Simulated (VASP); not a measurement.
# Ir (Fm-3m) in VASP: notebook

The runs below take Ir through relaxation of cell and atoms, single point, with PBE, PBEsol, LDA, r2SCAN.

Everything below comes from runs of VASP 6.6.1. Logs are shortened: lines on timing, memory, paths and dates and some standing lists are left out, and cuts for length are marked.

## (1) The cell of the first run

Symmetry: Fm-3m, No. 225, cubic system. The conventional cell has a = 3.831 Å, b = 3.831 Å, c = 3.831 Å, α = 90.00°, β = 90.00°, γ = 90.00°. Within 3.6 Å of Ir (site symmetry m-3m) lie 12 Ir at 2.71 Å.

## (2) Relaxation of cell and atoms, PBE, target pressure 30 GPa, at which the enthalpy is minimised

The input, INCAR:

```
SYSTEM = Ir
ALGO = Normal
EDIFF = 1E-7
EDIFFG = -0.01
ENCUT = 500
GGA = PE
GGA_COMPAT = .False.
IBRION = 2
ISIF = 3
ISMEAR = -1
LASPH = .True.
LCHARG = .False.
LREAL = .False.
LWAVE = .False.
NELM = 120
NELMIN = 4
NSW = 60
PREC = Accurate
PSTRESS = 300.0
SIGMA = 0.05
```

The input, KPOINTS:

```
k-points
0
Gamma
  12 12 12
  0 0 0
```

The input, POSCAR:

```
Ir
1.0
    0.0000000000      1.9156000000      1.9156000000
    1.9156000000      0.0000000000      1.9156000000
    1.9156000000      1.9156000000      0.0000000000
Ir
1
Direct
    0.0000000000      0.0000000000      0.0000000000
```

Potentials or basis: VASP PAW PBE potentials, release 64 (Ir).

Launch:

```bash
$ cat potpaw_PBE.64/Ir/POTCAR > POTCAR
$ mpirun -np 1 vasp_std > vasp.out
```

OUTCAR:

```text
SYSTEM = Ir
   EDIFF = 1E-7
   EDIFFG = -0.01
   ENCUT = 500
   GGA = PE
   IBRION = 2
   ISIF = 3
   ISMEAR = -1
   LASPH = .True.
   LREAL = .False.
   NELM = 120
   NELMIN = 4
   NSW = 60
   PREC = Accurate
   PSTRESS = 300.0

 ion  position               nearest neighbor table
   1  0.000  0.000  0.000-

  LATTYP: Found a face centered cubic cell.
 ALAT       =     3.8312000000

  Lattice vectors:

 A1 = (   0.0000000000,   1.9156000000,   1.9156000000)
 A2 = (   1.9156000000,   0.0000000000,   1.9156000000)
 A3 = (   1.9156000000,   1.9156000000,   0.0000000000)

Analysis of symmetry for initial positions (statically):
[... 5 lines left out ...]
 face centered cubic supercell.

 Subroutine GETGRP returns: Found 48 space group operations
 (whereof 48 operations were pure point group operations)
 out of a pool of 48 trial point group operations.

The static configuration has the point symmetry O_h .

Analysis of symmetry for dynamics (positions and initial velocities):
[... 5 lines left out ...]
 face centered cubic supercell.

 Subroutine GETGRP returns: Found 48 space group operations
 (whereof 48 operations were pure point group operations)
 out of a pool of 48 trial point group operations.

The dynamic configuration has the point symmetry O_h .

 Subroutine INISYM returns: Found 48 space group operations
 (whereof 48 operations are pure point group operations),
 and found     1 'primitive' translations

----------------------------------------------------------------------------------------

                                     Primitive cell

  volume of cell :      14.0587

  direct lattice vectors                    reciprocal lattice vectors
     0.000000000  1.915600000  1.915600000    -0.261014826  0.261014826  0.261014826
     1.915600000  0.000000000  1.915600000     0.261014826 -0.261014826  0.261014826
     1.915600000  1.915600000  0.000000000     0.261014826  0.261014826 -0.261014826

  length of vectors
     2.709067500  2.709067500  2.709067500     0.452090940  0.452090940  0.452090940

  position of ions in fractional coordinates (direct lattice)
     0.000000000  0.000000000  0.000000000

  ion indices of the primitive-cell ions
   primitive index   ion index
                 1           1

----------------------------------------------------------------------------------------

 KPOINTS: k-points

Automatic generation of k-mesh.
 Grid dimensions read from file:
 generate k-points for:   12   12   12

 Generating k-lattice:

  Cartesian coordinates                     Fractional coordinates (reciprocal lattice)
    -0.021751235  0.021751235  0.021751235     0.083333333  0.000000000  0.000000000
     0.021751235 -0.021751235  0.021751235     0.000000000  0.083333333  0.000000000
     0.021751235  0.021751235 -0.021751235     0.000000000  0.000000000  0.083333333

  Length of vectors
     0.037674245  0.037674245  0.037674245

  Shift w.r.t. Gamma in fractional coordinates (k-lattice)
     0.000000000  0.000000000  0.000000000

 Subroutine IBZKPT returns following result:
 ===========================================

 Found     72 irreducible k-points:

 Following reciprocal coordinates:
            Coordinates               Weight
  0.000000  0.000000  0.000000      1.000000
  0.083333  0.000000  0.000000      8.000000
  0.166667  0.000000  0.000000      8.000000
  0.250000  0.000000  0.000000      8.000000
  0.333333  0.000000  0.000000      8.000000
  0.416667  0.000000  0.000000      8.000000
[... 16 lines left out ...]
  0.500000  0.166667  0.000000     24.000000
 -0.416667  0.166667  0.000000     24.000000
 [... further k-points ...]
   k-points           NKPTS =     72   k-points in BZ     NKDIM =     72   number of bands    NBANDS=      8
   number of dos      NEDOS =    301   number of ions     NIONS =      1
   total plane-waves  NPLWV =   8000
   dimension x,y,z NGX =    20 NGY =   20 NGZ =   20
   dimension x,y,z NGXF=    40 NGYF=   40 NGZF=   40
   ions per type =               1
   NGX,Y,Z   is equivalent  to a cutoff of  12.27, 12.27, 12.27 a.u.
   NGXF,Y,Z  is equivalent  to a cutoff of  24.55, 24.55, 24.55 a.u.
 SYSTEM =  Ir
   PREC   = accura    normal or accurate (medium, high low for compatibility)
   ISTART =      0    job   : 0-new  1-cont  2-samecut
   ICHARG =      2    charge: 1-file 2-atom 10-const
   ISPIN  =      1    spin polarized calculation?
   LNONCOLLINEAR =      F non collinear calculations
   LSORBIT =      F    spin-orbit coupling
   LASPH  =      T    aspherical Exc in radial PAW
   ENCUT  =  500.0 eV  36.75 Ry    6.06 a.u.   4.94  4.94  4.94*2*pi/ulx,y,z
   NELM   =    120;   NELMIN=  4; NELMDL= -5     # of ELM steps
   EDIFF  = 0.1E-06   stopping-criterion for ELM
   LREAL  =      F    real-space projection
   EDIFFG = -.1E-01   stopping-criterion for IOM
   NSW    =     60    number of steps for IOM
   IBRION =      2    ionic relax: 0-MD 1-quasi-New 2-CG
   NFREE  =      1    steps in history (QN), initial steepest desc. (CG)
   ISIF   =      3    stress and relaxation
   ISYM   =      2    0-nonsym 1-usesym 2-fastsym
   POTIM  = 0.5000    time-step for ionic-motion
   TEBEG  =    0.0;   TEEND  =   0.0 temperature during run
   PSTRESS=  300.0 pullay stress
   NELECT =       9.0000    total number of electrons
   NUPDOWN=      -1.0000    fix difference up-down
   EMIN   =  10.00;   EMAX   =-10.00  energy-range for DOS
[... 5 lines left out ...]
     AMIX     =   0.40;   BMIX     =  1.00
     AMIX_MAG =   1.60;   BMIX_MAG =  1.00
  volume/ion in A,a.u.               =      14.06        94.87
  Fermi-wavevector in a.u.,A,eV,Ry     =   1.410937  2.666284 27.085691  1.990742
  Thomas-Fermi vector in A             =   2.532839
   LORBIT       =      0    0 simple, 1 ext, 2 COOP (PROOUT), +10 PAW based schemes
   GGA     = PE    functional components
   LHFCALC =     F    Hartree Fock is set to
   AEXX    =    0.0000 exact exchange contribution
   IVDW    =     0    specifies the selected vdW correction
   LEPSILON=     F    determine dielectric tensor
   LRPA    =     F    only Hartree local field effects (RPA)
 conjugate gradient relaxation of ions
 non-spin polarized calculation
  energy-cutoff  :      500.00
  volume of cell :       14.06
 maximum number of plane-waves:       368
   NGX =  9   NGY =  9   NGZ =  9

--------------------------------------- Ionic step        1  -------------------------------------------

 number of electron       9.0000000 magnetization

 Free energy of the ion-electron system (eV)
  ---------------------------------------------------
  ext. energy  EPLUGINS =         0.00000000
  ---------------------------------------------------
  free energy    TOTEN  =        -8.85357878 eV

  energy without entropy =       -8.84885843  energy(sigma->0) =       -8.85121860

------------------------ aborting loop because EDIFF is reached ----------------------------------------

  FORCE on cell =-STRESS in cart. coord.  units (eV):
  Direction    XX          YY          ZZ          XY          YZ          ZX
  --------------------------------------------------------------------------------------
  -------------------------------------------------------------------------------------
  Total        1.0327563      1.0327563      1.0327563      0.0000000      0.0000000      0.0000000
  in kB      117.6966077    117.6966077    117.6966077      0.0000000      0.0000000      0.0000000
  external PRESSURE =    -182.3033923 kB  Pullay stress =     300.0000000 kB

 VOLUME and BASIS-vectors are now :
 -----------------------------------------------------------------------------
  energy-cutoff  :      500.00
  volume of cell :       14.06
      direct lattice vectors                 reciprocal lattice vectors
     0.000000000  1.915600000  1.915600000    -0.261014826  0.261014826  0.261014826
     1.915600000  0.000000000  1.915600000     0.261014826 -0.261014826  0.261014826
     1.915600000  1.915600000  0.000000000     0.261014826  0.261014826 -0.261014826

 POSITION                                       TOTAL-FORCE (eV/Angst)
 -----------------------------------------------------------------------------------
      0.00000      0.00000      0.00000        -0.000000     -0.000000     -0.000000
 -----------------------------------------------------------------------------------
    total drift:                               -0.000000     -0.000000     -0.000000

  FREE ENERGIE OF THE ION-ELECTRON SYSTEM (eV)
  ---------------------------------------------------
  free  energy   TOTEN  =        -8.8535787818 eV

  energy  without entropy=       -8.8488584278  energy(sigma->0) =       -8.85121860
[... 91 lines left out ...]
 VOLUME and BASIS-vectors are now :
 -----------------------------------------------------------------------------
  energy-cutoff  :      500.00
  volume of cell :       13.52
      direct lattice vectors                 reciprocal lattice vectors
     0.000000000  1.890699222  1.890699222    -0.264452428  0.264452428  0.264452428
     1.890699222  0.000000000  1.890699222     0.264452428 -0.264452428  0.264452428
     1.890699222  1.890699222  0.000000000     0.264452428  0.264452428 -0.264452428

 POSITION                                       TOTAL-FORCE (eV/Angst)
 -----------------------------------------------------------------------------------
      3.78140      3.78140      3.78140        -0.000000      0.000000     -0.000000
 -----------------------------------------------------------------------------------
    total drift:                                0.000000      0.000000      0.000000

  FREE ENERGIE OF THE ION-ELECTRON SYSTEM (eV)
  ---------------------------------------------------
  free  energy   TOTEN  =        -8.7850671315 eV

  energy  without entropy=       -8.7806714441  energy(sigma->0) =       -8.78286929

  enthalpy is  TOTEN    =        -6.2539747050 eV   P V=        2.5310924265

--------------------------------------- Ionic step        5  -------------------------------------------

 number of electron       9.0000001 magnetization

 Free energy of the ion-electron system (eV)
  ---------------------------------------------------
  ext. energy  EPLUGINS =         0.00000000
  ---------------------------------------------------
  free energy    TOTEN  =        -8.78256897 eV

  energy without entropy =       -8.77818136  energy(sigma->0) =       -8.78037516

 E-fermi :  11.2781     XC(G=0): -14.2675

 val. band max:       11.2765097988   @ k =  -0.2500   0.0833   0.0000
 cond. band min:      11.3880063328   @ k =   0.4167   0.4167   0.0000
 fundamental gap:      0.1114965341
 Fermi energy:        11.2780746163

 k-point     1 :       0.0000    0.0000    0.0000
  band No.  band energies     occupation
      1      -0.3950      2.00000
      2       7.0615      2.00000
      3       7.0615      2.00000
      4       7.0615      2.00000
      5       9.9546      2.00000
      6       9.9546      2.00000
      7      25.4584      0.00000
      8      31.3224      0.00000

 k-point     2 :       0.0833    0.0000    0.0000
  band No.  band energies     occupation
      1      -0.0731      2.00000
      2       6.8895      2.00000
      3       7.2004      2.00000
      4       7.2004      2.00000
      5       9.8652      2.00000
      6       9.8652      2.00000
      7      26.0212      0.00000
      8      29.8513      0.00000

 k-point     3 :       0.1667    0.0000    0.0000
  band No.  band energies     occupation
      1       0.8053      2.00000
      2       6.5470      2.00000
      3       7.4818      2.00000
      4       7.4818      2.00000
      5       9.7776      2.00000
      6       9.7776      2.00000
      7      27.1404      0.00000
      8      27.7792      0.00000
[... 210 lines left out ...]
 k-point    23 :       0.5000    0.1667    0.0000
  band No.  band energies     occupation
      1       3.5472      2.00000
      2       6.0938      2.00000
      3       7.6847      2.00000
      4       7.9451      2.00000
      5      12.3028      0.00000
      6      14.5833      0.00000
      7      19.2132      0.00000
      8      26.8671      0.00000

 k-point    24 :      -0.4167    0.1667    0.0000
  band No.  band energies     occupation
      1       3.6232      2.00000
      2       6.1192      2.00000
      3       7.8229      2.00000
      4       8.0430      2.00000
      5      11.7287      0.00024
      6      15.2078      0.00000
      7      18.9151      0.00000
      8      26.7346      0.00000

 [... further k-points ...]
[... 5 lines left out ...]
  --------------------------------------------------------------------------------------
  -------------------------------------------------------------------------------------
  Total        2.5291877      2.5291877      2.5291877      0.0000000      0.0000000      0.0000000
  in kB      300.0730214    300.0730214    300.0730214      0.0000000      0.0000000      0.0000000
  external PRESSURE =       0.0730214 kB  Pullay stress =     300.0000000 kB

 VOLUME and BASIS-vectors are now :
 -----------------------------------------------------------------------------
  energy-cutoff  :      500.00
  volume of cell :       13.50
      direct lattice vectors                 reciprocal lattice vectors
     0.000000000  1.890071493  1.890071493    -0.264540258  0.264540258  0.264540258
     1.890071493  0.000000000  1.890071493     0.264540258 -0.264540258  0.264540258
     1.890071493  1.890071493  0.000000000     0.264540258  0.264540258 -0.264540258

 POSITION                                       TOTAL-FORCE (eV/Angst)
 -----------------------------------------------------------------------------------
      0.00000      0.00000      0.00000         0.000000      0.000000      0.000000
 -----------------------------------------------------------------------------------
    total drift:                                0.000000     -0.000000      0.000000

  FREE ENERGIE OF THE ION-ELECTRON SYSTEM (eV)
  ---------------------------------------------------
  free  energy   TOTEN  =        -8.7825689666 eV

  energy  without entropy=       -8.7781813610  energy(sigma->0) =       -8.78037516

  enthalpy is  TOTEN    =        -6.2539967385 eV   P V=        2.5285722281

 reached required accuracy - stopping structural energy minimisation
```

Run time: 15 s. Hardware: 1 thread of AMD EPYC 9R45 (Zen 5), shared host; peak memory 0.11 GiB.

Results:

- Free energy: -8.7826 eV
- Relaxed volume: 13.50 Å³/atom
- Relaxed cell: a = 2.673 Å, b = 2.673 Å, c = 2.673 Å, α = 60.00°, β = 60.00°, γ = 60.00°
- Space group after relaxing (to 0.05 Å): Fm-3m (No. 225)
- Energy change on relaxing (the enthalpy is what falls): +71.0 meV/atom
- Ionic steps: 5
- Pressure after relaxing: 30.0 GPa

The path:
| step | energy change (eV) | largest force (eV/Å) | pressure (GPa) | volume (Å³) |
| --- | --- | --- | --- | --- |
| 1 | 0.0000 | 0.0000 | 11.77 | 14.06 |
| 2 | 1.5412 | 0.0000 | 189.04 | 11.05 |
| 3 | 0.0616 | 0.0000 | 28.12 | 13.56 |
| 4 | 0.0685 | 0.0000 | 29.51 | 13.52 |
| 5 | 0.0710 | 0.0000 | 30.01 | 13.50 |

Final structure:
```cif
data_structure
_symmetry_space_group_name_H-M 'P 1'
_symmetry_Int_Tables_number 1
_cell_length_a 2.6730
_cell_length_b 2.6730
_cell_length_c 2.6730
_cell_angle_alpha 60.000
_cell_angle_beta 60.000
_cell_angle_gamma 60.000
_cell_volume 13.50
loop_
_atom_site_label
_atom_site_type_symbol
_atom_site_fract_x
_atom_site_fract_y
_atom_site_fract_z
_atom_site_occupancy
Ir1 Ir 0.00000 0.00000 0.00000 1
```

Caveat: the cell is relaxed towards a set pressure, so the enthalpy falls and the energy may rise; spin-orbit coupling is left out, which moves the levels of the heavy elements.

## (3) Single point, PBEsol

This run uses another cell than the first one, of 13.96 Å³/atom, 0.993 times its volume.

The input, INCAR:

```
PREC = Accurate ; ENCUT = 500
EDIFF = 1E-6 ; ISMEAR = -1
SIGMA = 0.05 ; LREAL = F
LASPH = T ; NELM = 120
ALGO = Normal ; ISIF = 2
LWAVE = F ; LCHARG = F
GGA = PS ; NBANDS = 14
GGA_COMPAT = F
```

The input, KPOINTS:

```
Automatic mesh
0
Gamma
  12 12 12
```

The input, POSCAR:

```
Ir
1.0
    0.0000000000      1.9112148015      1.9112148015
    1.9112148015      0.0000000000      1.9112148015
    1.9112148015      1.9112148015      0.0000000000
Ir
1
Direct
    0.0000000000      0.0000000000      0.0000000000
```

Potentials or basis: VASP PAW PBE potentials, release 64 (Ir_sv_GW).

Launch:

```bash
$ cat potpaw_PBE.64/Ir_sv_GW/POTCAR > POTCAR
$ mpirun -np 1 vasp_std > vasp.out
```

Run time: 9.5 s. Hardware: 1 thread of Intel Xeon Platinum 8488C (Sapphire Rapids), shared host; peak memory 0.13 GiB.

The run converged. Its results:

| Quantity | Value |
| --- | --- |
| Free energy | -10.4157 eV |
| Pressure | -1.3 GPa |

Levels at points of the mesh, in eV from the Fermi level:
| k point | band 6 | band 7 | band 8 | band 9 | band 10 | band 11 |
| --- | --- | --- | --- | --- | --- | --- |
| (0.00, 0.00, 0.00) | -4.01 | -4.01 | -4.01 | -1.25 | -1.25 | 13.51 |
| (0.50, 0.00, 0.00) | -4.12 | -4.12 | -0.87 | 0.90 | 0.90 | 7.35 |
| (0.50, 0.50, 0.00) | -7.54 | 0.87 | 1.49 | 1.49 | 1.61 | 10.64 |

Caveat: the PAW data sets were made with another functional, which shifts forces and pressure a little; spin-orbit coupling is left out, which moves the levels of the heavy elements.

## (4) Single point, LDA

The input, INCAR:

```
SYSTEM = Ir
ALGO = Normal ; EDIFF = 1E-6
ENCUT = 500 ; GGA = CA
GGA_COMPAT = .False. ; ISIF = 2
ISMEAR = -1 ; LASPH = .True.
LCHARG = .True. ; LELF = .True.
LREAL = .False. ; LVHAR = .True.
LWAVE = .False. ; NBANDS = 14
NELM = 120 ; PREC = Accurate
SIGMA = 0.05
```

The input, KPOINTS:

```
k-points
0
Gamma
  12 12 12
  0 0 0
```

The input, POSCAR:

```
Ir
1.0
    0.0000000000      1.9156000000      1.9156000000
    1.9156000000      0.0000000000      1.9156000000
    1.9156000000      1.9156000000      0.0000000000
Ir
1
Direct
    0.0000000000      0.0000000000      0.0000000000
```

Potentials or basis: VASP PAW LDA potentials, release 64 (Ir_sv_GW).

Launch:

```bash
$ cat potpaw_LDA.64/Ir_sv_GW/POTCAR > POTCAR
$ mpirun -np 1 vasp_std > vasp.out
```

It took 6.4 s on 1 thread of Intel Xeon 6975P-C (Granite Rapids), shared host; peak memory 0.13 GiB.

It converged, with:

```yaml
Free_energy: -10.9197 eV
Pressure: -8.3 GPa
```

Levels at points of the mesh, in eV from the Fermi level:
```
           k point  band 6  band 7  band 8  band 9  band 10  band 11
(0.00, 0.00, 0.00)   -3.98   -3.98   -3.98   -1.23    -1.23    13.60
(0.50, 0.00, 0.00)   -4.08   -4.08   -0.75    0.88     0.88     7.32
(0.50, 0.50, 0.00)   -7.46    0.87    1.46    1.46     1.71    10.60
```

Caveat: spin-orbit coupling is left out, which moves the levels of the heavy elements.

(Part 1 of 2 ends here.)
